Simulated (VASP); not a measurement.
# Fe (Im-3m) in VASP: a series of runs, part 2 of 2

VASP 6.6.1. Earlier steps stand in the parts before.

## (5) Single point, PBE, collinear spin, ferromagnetic start

This run uses another cell than the first one: it holds 2 atoms, not 1.

Input file INCAR:

```
SYSTEM = Fe
PREC = Accurate ; ENCUT = 600
EDIFF = 1E-6 ; ISMEAR = -1
SIGMA = 0.1 ; LREAL = .FALSE.
LASPH = .TRUE. ; NELM = 200
ALGO = Normal ; ISIF = 2
LWAVE = .FALSE. ; LCHARG = .FALSE.
ISPIN = 2 ; MAGMOM = 2.138 2.138
LORBIT = 11 ; LMAXMIX = 4
GGA = PE ; NBANDS = 19
GGA_COMPAT = .FALSE.
```

Input file KPOINTS:

```
Automatic mesh
0
G
  6 6 6
  0 0 0
```

Input file POSCAR:

```
Fe
1.0
    2.7915030934      0.0000000000      0.0000000000
    0.0000000000      2.7915030934      0.0000000000
    0.0000000000      0.0000000000      2.7915030934
Fe
2
Direct
    0.0000000000      0.0000000000      0.0000000000
    0.5000000000      0.5000000000      0.5000000000
```

Started as:

```console
$ cat potpaw_PBE.64/Fe/POTCAR > POTCAR
$ mpirun -np 1 vasp_std > vasp.out
```

Wall time 7 s (1 thread of Intel Xeon 6975P-C (Granite Rapids), shared host); peak memory 0.15 GiB.

It converged, with:

```
Free energy                                           : -16.5013 eV
Pressure                                              : 7.8 GPa
Net moment                                            : 4.13 μB per cell
Site moments                                          : Fe +2.06 μB
Valence electrons inside the program's atomic spheres : Fe 7.37
```

Levels at points of the mesh, in eV from the Fermi level:
Spin up:
| k point | band 6 | band 7 | band 8 | band 9 | band 10 | band 11 | band 12 | band 13 | band 14 | band 15 |
| --- | --- | --- | --- | --- | --- | --- | --- | --- | --- | --- |
| (0.00, 0.00, 0.00) | -2.42 | -1.12 | -1.12 | 0.17 | 0.17 | 0.17 | 10.19 | 10.19 | 10.19 | 16.05 |
| (0.50, 0.00, 0.00) | -1.95 | -1.95 | -1.95 | -1.15 | -1.15 | 0.26 | 0.26 | 17.62 | 17.62 | 17.62 |
| (0.50, 0.50, 0.00) | -1.05 | -0.91 | -0.91 | 0.44 | 0.44 | 0.46 | 0.46 | 7.71 | 7.71 | 18.66 |
| (0.50, 0.50, 0.50) | -3.42 | -0.88 | -0.88 | -0.88 | -0.88 | 8.89 | 8.89 | 8.89 | 8.89 | 8.89 |
Spin down:
| k point | band 2 | band 3 | band 4 | band 5 | band 6 | band 7 | band 8 | band 9 | band 10 | band 11 |
| --- | --- | --- | --- | --- | --- | --- | --- | --- | --- | --- |
| (0.00, 0.00, 0.00) | -3.43 | -3.43 | -0.63 | -0.63 | -0.63 | 1.53 | 1.53 | 2.22 | 2.22 | 2.22 |
| (0.50, 0.00, 0.00) | -4.32 | -1.05 | -1.05 | -0.23 | -0.23 | -0.23 | -0.23 | 0.75 | 0.75 | 2.53 |
| (0.50, 0.50, 0.00) | -4.01 | -1.99 | -1.99 | 0.53 | 0.53 | 1.38 | 1.38 | 1.81 | 1.81 | 2.54 |
| (0.50, 0.50, 0.50) | -2.13 | -2.13 | -2.13 | -2.13 | -2.13 | 1.86 | 1.86 | 1.86 | 1.86 | 9.73 |

Caveat: the k points lie up to 0.38 Å⁻¹ apart.

## (6) Single point, PBE, collinear spin, ferromagnetic start

This run uses another cell than the first one, of 11.36 Å³/atom, 1.079 times its volume.

Input file INCAR:

```
ALGO     = Normal         # electronic algorithm
EDIFF    = 1E-6           # SCF threshold, eV
ENCUT    = 600            # plane-wave cutoff, eV
GGA      = PE             # functional
GGA_COMPAT= False        
ISIF     = 2              # what is computed and relaxed
ISMEAR   = -1             # smearing method
ISPIN    = 2              # spin polarisation
LASPH    = True           # aspherical terms in the spheres
LCHARG   = False          # write CHGCAR
LMAXMIX  = 4              # l up to which the mixer works
LORBIT   = 11             # projections on sites
LREAL    = False          # projectors in reciprocal space
LWAVE    = False          # write WAVECAR
MAGMOM   = 2.208          # initial moments
NBANDS   = 14             # bands
NELM     = 200            # most SCF steps
PREC     = Accurate       # precision mode
SIGMA    = 0.1            # smearing width, eV
```

Input file KPOINTS:

```
k-points
0
Gamma
  8 8 8
```

Input file POSCAR:

```
Fe
1.0
   -1.4163059841      1.4163059841      1.4163059841
    1.4163059841     -1.4163059841      1.4163059841
    1.4163059841      1.4163059841     -1.4163059841
Fe
1
Direct
    0.0000000000      0.0000000000      0.0000000000
```

Potentials or basis: VASP PAW PBE potentials, release 64 (Fe).

Started as:

```console
$ cat potpaw_PBE.64/Fe/POTCAR > POTCAR
$ mpirun -np 1 vasp_std > vasp.out
```

OUTCAR:

```text
EDIFF = 1E-6
   ENCUT = 600
   GGA = PE
   ISIF = 2
   ISMEAR = -1
   ISPIN = 2
   LASPH = True
   LORBIT = 11
   LREAL = False
   NELM = 200
   PREC = Accurate

 ion  position               nearest neighbor table
   1  0.000  0.000  0.000-

  LATTYP: Found a body centered cubic cell.
 ALAT       =     2.8326119682

  Lattice vectors:

 A1 = (  -1.4163059841,   1.4163059841,   1.4163059841)
 A2 = (   1.4163059841,  -1.4163059841,   1.4163059841)
 A3 = (   1.4163059841,   1.4163059841,  -1.4163059841)

Analysis of symmetry for initial positions (statically):
=====================================================================
 Subroutine PRICEL returns:
 Original cell was already a primitive cell.

 Routine SETGRP: Setting up the symmetry group for a
 body centered cubic supercell.

 Subroutine GETGRP returns: Found 48 space group operations
 (whereof 48 operations were pure point group operations)
 out of a pool of 48 trial point group operations.

The static configuration has the point symmetry O_h .

Analysis of symmetry for dynamics (positions and initial velocities):
=====================================================================
 Subroutine PRICEL returns:
 Original cell was already a primitive cell.

 Routine SETGRP: Setting up the symmetry group for a
 body centered cubic supercell.

 Subroutine GETGRP returns: Found 48 space group operations
 (whereof 48 operations were pure point group operations)
 out of a pool of 48 trial point group operations.

The dynamic configuration has the point symmetry O_h .

Analysis of structural, dynamic, and magnetic symmetry:
=====================================================================
 Subroutine PRICEL returns:
 Original cell was already a primitive cell.

 Routine SETGRP: Setting up the symmetry group for a
 body centered cubic supercell.

 Subroutine GETGRP returns: Found 48 space group operations
 (whereof 48 operations were pure point group operations)
 out of a pool of 48 trial point group operations.

The overall configuration has the point symmetry O_h .

 Subroutine INISYM returns: Found 48 space group operations
 (whereof 48 operations are pure point group operations),
 and found     1 'primitive' translations

----------------------------------------------------------------------------------------

                                     Primitive cell

  volume of cell :      11.3640

  direct lattice vectors                    reciprocal lattice vectors
    -1.416305984  1.416305984  1.416305984     0.000000000  0.353031058  0.353031058
     1.416305984 -1.416305984  1.416305984     0.353031058  0.000000000  0.353031058
     1.416305984  1.416305984 -1.416305984     0.353031058  0.353031058  0.000000000

  length of vectors
     2.453113924  2.453113924  2.453113924     0.499261310  0.499261310  0.499261310

  position of ions in fractional coordinates (direct lattice)
     0.000000000  0.000000000  0.000000000

  ion indices of the primitive-cell ions
   primitive index   ion index
                 1           1

----------------------------------------------------------------------------------------

 KPOINTS: k-points

Automatic generation of k-mesh.
 Grid dimensions read from file:
 generate k-points for:    8    8    8

 Generating k-lattice:

[... 69 lines left out ...]
   POTIM  = 0.5000    time-step for ionic-motion
   TEBEG  =    0.0;   TEEND  =   0.0 temperature during run
   PSTRESS=    0.0 pullay stress
   NELECT =       8.0000    total number of electrons
   NUPDOWN=      -1.0000    fix difference up-down
   EMIN   =  10.00;   EMAX   =-10.00  energy-range for DOS
   EFERMI =   0.00;   METHOD = LEGACY
   ISMEAR =    -1;   SIGMA  =   0.10  broadening in eV -4-tet -1-fermi 0-gaus
   EFERMI_NEDOS =   21; number of points for ismear=-14 and -15
   IALGO  =     38    algorithm
   IMIX   =      4    mixing-type and parameters
     AMIX     =   0.40;   BMIX     =  1.00
     AMIX_MAG =   1.60;   BMIX_MAG =  1.00
  volume/ion in A,a.u.               =      11.36        76.69
  Fermi-wavevector in a.u.,A,eV,Ry     =   1.456334  2.752073 28.856726  2.120910
  Thomas-Fermi vector in A             =   2.573265
   LORBIT       =     11    0 simple, 1 ext, 2 COOP (PROOUT), +10 PAW based schemes
   GGA     = PE    functional components
   LHFCALC =     F    Hartree Fock is set to
   AEXX    =    0.0000 exact exchange contribution
   IVDW    =     0    specifies the selected vdW correction
   LEPSILON=     F    determine dielectric tensor
   LRPA    =     F    only Hartree local field effects (RPA)
 spin polarized calculation
  energy-cutoff  :      600.00
  volume of cell :       11.36
 maximum number of plane-waves:       386
   NGX =  9   NGY =  9   NGZ =  9

 number of electron       8.0000006 magnetization       2.1615245

 Free energy of the ion-electron system (eV)
  ---------------------------------------------------
  ext. energy  EPLUGINS =         0.00000000
  ---------------------------------------------------
  free energy    TOTEN  =        -8.24661005 eV

  energy without entropy =       -8.20804904  energy(sigma->0) =       -8.22732954

 E-fermi :   5.8286     XC(G=0): -13.1151

 val. band max:        5.8204889536   @ k =  -0.3750   0.3750   0.2500
 cond. band min:       5.8436149836   @ k =  -0.3750   0.5000   0.2500
 fundamental gap:      0.0231260299
 Fermi energy:         5.8286434038

 spin component 1

 k-point     1 :       0.0000    0.0000    0.0000
  band No.  band energies     occupation
      1      -2.6001      1.00000
      2       3.5311      1.00000
      3       3.5311      1.00000
      4       3.5311      1.00000
      5       4.7435      0.99998
      6       4.7435      0.99998
      7      30.8499      0.00000
      8      30.8499      0.00000
      9      30.8499      0.00000
     10      35.9297      0.00000
     11      35.9297      0.00000
     12      38.2349      0.00000
     13      38.2349      0.00000
     14      38.2349      0.00000
[... 379 lines left out ...]
      3       3.9903      1.00000
      4       4.4163      1.00000
      5       5.5757      0.92620
      6       8.1619      0.00000
      7      17.6356      0.00000
      8      20.5781      0.00000
      9      23.2733      0.00000
     10      26.7545      0.00000
     11      36.4714      0.00000
     12      38.4095      0.00000
     13      41.3553      0.00000
     14      46.1109      0.00000

 [... further k-points ...]

 spin component 2

 k-point     1 :       0.0000    0.0000    0.0000
  band No.  band energies     occupation
      1      -2.4534      1.00000
      2       5.4218      0.98319
      3       5.4219      0.98316
      4       5.4219      0.98316
      5       7.4700      0.00000
      6       7.4702      0.00000
      7      30.5774      0.00000
      8      30.5774      0.00000
      9      30.5774      0.00000
     10      36.1061      0.00000
     11      36.1061      0.00000
     12      38.8678      0.00000
     13      38.8678      0.00000
     14      38.8678      0.00000
[... 379 lines left out ...]
      3       5.8205      0.52037
      4       6.3743      0.00425
      5       7.6819      0.00000
      6       9.6970      0.00000
      7      18.4185      0.00000
      8      21.1388      0.00000
      9      23.8932      0.00000
     10      27.2118      0.00000
     11      37.1886      0.00000
     12      38.8161      0.00000
     13      41.7968      0.00000
     14      46.5046      0.00000

 [... further k-points ...]

------------------------ aborting loop because EDIFF is reached ----------------------------------------

  FORCE on cell =-STRESS in cart. coord.  units (eV):
  Direction    XX          YY          ZZ          XY          YZ          ZX
  --------------------------------------------------------------------------------------
  -------------------------------------------------------------------------------------
  Total       -0.0242156     -0.0242156     -0.0242156      0.0000000     -0.0000000      0.0000000
  in kB       -3.4140888     -3.4140888     -3.4140888      0.0000000     -0.0000000      0.0000000
  external PRESSURE =      -3.4140888 kB  Pullay stress =       0.0000000 kB

 VOLUME and BASIS-vectors are now :
 -----------------------------------------------------------------------------
  energy-cutoff  :      600.00
  volume of cell :       11.36
      direct lattice vectors                 reciprocal lattice vectors
    -1.416305984  1.416305984  1.416305984     0.000000000  0.353031058  0.353031058
     1.416305984 -1.416305984  1.416305984     0.353031058  0.000000000  0.353031058
     1.416305984  1.416305984 -1.416305984     0.353031058  0.353031058  0.000000000

 POSITION                                       TOTAL-FORCE (eV/Angst)
 -----------------------------------------------------------------------------------
      0.00000      0.00000      0.00000        -0.000000      0.000000     -0.000000
 -----------------------------------------------------------------------------------
    total drift:                                0.000000     -0.000000      0.000000

  FREE ENERGIE OF THE ION-ELECTRON SYSTEM (eV)
  ---------------------------------------------------
  free  energy   TOTEN  =        -8.2466100475 eV

  energy  without entropy=       -8.2080490352  energy(sigma->0) =       -8.22732954

 total charge

# of ion       s       p       d       tot
------------------------------------------
    1        0.485   0.541   6.241   7.268

 magnetization (x)

# of ion       s       p       d       tot
------------------------------------------
    1       -0.015  -0.061   2.237   2.162
```

Run time: 13 s. Hardware: 1 thread of Intel Xeon Platinum 8259CL at 2.50GHz (Skylake/Cascade Lake), shared host; peak memory 0.13 GiB.

What came out:

```
Free energy                                           : -8.2466 eV
Pressure                                              : -0.3 GPa
Net moment                                            : 2.16 μB per cell
Site moments                                          : Fe +2.16 μB
Valence electrons inside the program's atomic spheres : Fe 7.27
```

Levels at points of the mesh, in eV from the Fermi level:
Spin up:
```csv
k point,band 2,band 3,band 4,band 5,band 6,band 7,band 8,band 9
"(0.00, 0.00, 0.00)",-2.30,-2.30,-2.30,-1.09,-1.09,25.02,25.02,25.02
"(0.50, 0.00, 0.00)",-3.38,-1.02,-0.90,0.39,0.52,7.36,18.37,20.22
"(0.50, 0.50, 0.50)",-4.84,0.12,0.12,0.12,9.94,9.94,9.94,15.65
```
Spin down:
```
           k point  band 1  band 2  band 3  band 4  band 5  band 6  band 7  band 8
(0.00, 0.00, 0.00)   -8.28   -0.41   -0.41   -0.41    1.64    1.64   24.75   24.75
(0.50, 0.00, 0.00)   -3.66   -1.69    0.61    1.50    1.90    2.59    8.70   18.39
(0.50, 0.50, 0.50)   -3.04   -3.04    2.29    2.29    2.29   10.19   10.19   10.19
```

Caveat: the k points lie up to 0.39 Å⁻¹ apart.

## (7) The runs side by side

```csv
spin,cell,k mesh,smearing,gap on the mesh (eV),pressure (GPa),moment (μB)
off,"a = 2.392 Å, angles 109.5°, 1 atom",16 × 16 × 16,fermi-dirac 0.3 eV,none,5.0,-
off,"a = 2.392 Å, angles 109.5°, 1 atom",16 × 16 × 16,fermi-dirac 0.6 eV,none,15.7,-
off,"a = 2.392 Å, angles 109.5°, 1 atom",16 × 16 × 16,fermi-dirac 1 eV,none,34.3,-
"collinear, ferromagnetic start","a = 2.792 Å, 2 atoms",6 × 6 × 6,fermi-dirac 0.1 eV,none,7.8,4.13
"collinear, ferromagnetic start","a = 2.453 Å, angles 109.5°, 1 atom",8 × 8 × 8,fermi-dirac 0.1 eV,none,-0.3,2.16
```

Alike in all rows: task single point; level PBE; potentials or basis VASP PAW PBE potentials, release 64 (Fe); cutoff (eV) 600.

Caveats: some runs use coarse meshes.

Absolute energies hang on the potentials; compare differences alone.
